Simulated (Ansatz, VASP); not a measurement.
**Two plane-wave programs on TaN**

```
Ta N
1.0
     3.13446    0.00000    0.00000
    -1.56723    2.71452    0.00000
     0.00000    0.00000    5.90425
Ta N
2 2
Cartesian
  0.0000 1.8097 0.1685
  1.5672 0.9048 3.1206
  0.0000 1.8097 2.1046
  1.5672 0.9048 5.0567
```

Change from the starting cell: strain along c alone, the other axes held, atoms relaxed: -3.0 %.

Alike in both runs: functional r2SCAN; k mesh 18 × 18 × 10; occupations gaussian, width 0.1 eV; no spin polarisation.

Ansatz relaxed the structure, and its values are those at the end. VASP's run is a single point on that final structure, the one shown.

|  | VASP | Ansatz |
| --- | --- | --- |
| version | VASP 6.6.1 | Ansatz 0.2.0 |
| potentials or method | VASP PAW PBE potentials, release 64 (Ta_pv, N), cutoff 520 eV | scalar-relativistic, plane waves, PAW |
| valence electrons in the cell | 32 | 36 |

|  | VASP | Ansatz | Ansatz less VASP |
| --- | --- | --- | --- |
| gap on the k mesh at the Fermi level (eV) | none | none | - |
| pressure (GPa) | 12.0 | 10.6 | -1.42 |
| rms of the force components (eV/Å) | 0.032 | 0.004 | -0.0278 |

VASP's potentials were made for PBE, not for r2SCAN. A gap of «none» marks a metal or a gap that the smearing closes. VASP's potentials hold 32 valence electrons a cell and Ansatz's 36, so a difference there can come from the potentials and not from the codes. Ansatz's warnings: stress scf threshold loose.

Spin-orbit coupling is off throughout.
